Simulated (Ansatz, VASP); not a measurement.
One calculation of CdF2, two programs

Contents of INCAR:

```
SYSTEM = CdF2
  PREC = Accurate
  ENCUT = 520
  EDIFF = 1E-6
  ISMEAR = 0
  SIGMA = 0.02
  LREAL = .FALSE.
  LASPH = .TRUE.
  NELM = 100
  ALGO = Normal
  ISIF = 2
  LWAVE = .FALSE.
  LCHARG = .FALSE.
  GGA = PE
  NBANDS = 20
```

File KPOINTS:

```
regular mesh
0
G
  8 8 8
  0 0 0
```

The input POSCAR:

```
CdF2
1.0
    0.0000000000      2.7678758141      2.7678758141
    2.7678758141      0.0000000000      2.7678758141
    2.7678758141      2.7678758141      0.0000000000
Cd F
1 2
Direct
    0.0000000000      0.0000000000      0.0000000000
    0.2500000000      0.2500000000      0.2500000000
    0.7500000000      0.7500000000      0.7500000000
```

Input for Ansatz:

```yaml
crystal:
  lattice:
    - [0.0, 2.7678758141, 2.7678758141]
    - [2.7678758141, 0.0, 2.7678758141]
    - [2.7678758141, 2.7678758141, 0.0]
  atoms:
    - { symbol: Cd, position: [0.0, 0.0, 0.0] }
    - { symbol: F, position: [0.25, 0.25, 0.25] }
    - { symbol: F, position: [0.75, 0.75, 0.75] }
basis:
  ecutwfc: 420
kpoints:
  mp_grid: { grid: [8, 8, 8] }
hamiltonian:
  xc: pbe
scf:
  occupations: { method: gaussian, width: 0.02 }
output:
  forces: true
  stress: true
  eigenvalues: true
  write_density: true
  write_potential: true
  elf: true
  volumetric_format: npy
```

Alike in both runs: task single point; functional PBE; k mesh 8 × 8 × 8; occupations gaussian, width 0.02 eV; no spin polarisation.

|  | VASP | Ansatz |
| --- | --- | --- |
| version | VASP 6.6.1 | Ansatz 0.2.0 |
| potentials or method | VASP PAW PBE potentials, release 64 (Cd, F), cutoff 520 eV | scalar-relativistic, plane waves, PAW |
| valence electrons in the cell | 26 | 34 |

|  | VASP | Ansatz | Ansatz less VASP |
| --- | --- | --- | --- |
| gap on the k mesh at the Fermi level (eV) | 2.78 | 2.81 | +0.028 |
| least direct gap on the mesh (eV) | 3.37 | 3.40 | +0.028 |
| pressure (GPa) | -2.1 | -2.6 | -0.44 |

VASP's potentials hold 26 valence electrons a cell and Ansatz's 34, so a difference there can come from the potentials and not from the codes.
